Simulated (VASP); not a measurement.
Write the native input for VASP 6.6.1 that does the following.

| Item | Value |
| --- | --- |
| Task | single point |
| Functional | LDA |
| Potentials or basis | VASP PAW LDA potentials, release 64 (Tc_pv) |
| Cutoff | 520 eV |
| k mesh | 9 × 9 × 5 |
| Occupations | methfessel-paxton, width 0.05 eV |
| Spin | no spin polarisation |
| Dipole correction | no |
| Further INCAR settings | ALGO = Normal; EDIFF = 1e-06; NBANDS = 20 |

The structure of Tc lies in POSCAR:

```
Tc
1.0
    2.6141039968      0.0000000000      0.0000000000
   -1.3070519984      2.2638804694      0.0000000000
    0.0000000000      0.0000000000      4.1948731718
Tc
2
Direct
    0.3333333333      0.6666666667      0.2500000000
    0.6666666667      0.3333333333      0.7500000000
```

One way to write it, as run:

INCAR

```
PREC = Accurate
ENCUT = 520
EDIFF = 1E-6
ISMEAR = 1
SIGMA = 0.05
LREAL = False
LASPH = True
NELM = 80
ALGO = Normal
ISIF = 2
LWAVE = False
LCHARG = False
NBANDS = 20
```

KPOINTS

```
regular mesh
0
Gamma
  9 9 5
```

Potentials or basis: VASP PAW LDA potentials, release 64 (Tc_pv).

The run is started by

```console
$ cat potpaw_LDA.64/Tc_pv/POTCAR > POTCAR
$ mpirun -np 1 vasp_std > vasp.out
```

It gave:

| Item | Value |
| --- | --- |
| Pressure | 45.4 GPa |
| Band gap on the k mesh | zero (band 13 reaches 16.46 eV, above the bottom of band 14 at 13.79 eV) |

Run time: 5.2 s on 1 thread of Intel(R) Xeon(R) 6975P-C (Granite Rapids), on a shared host, peak memory 0.13 GiB.
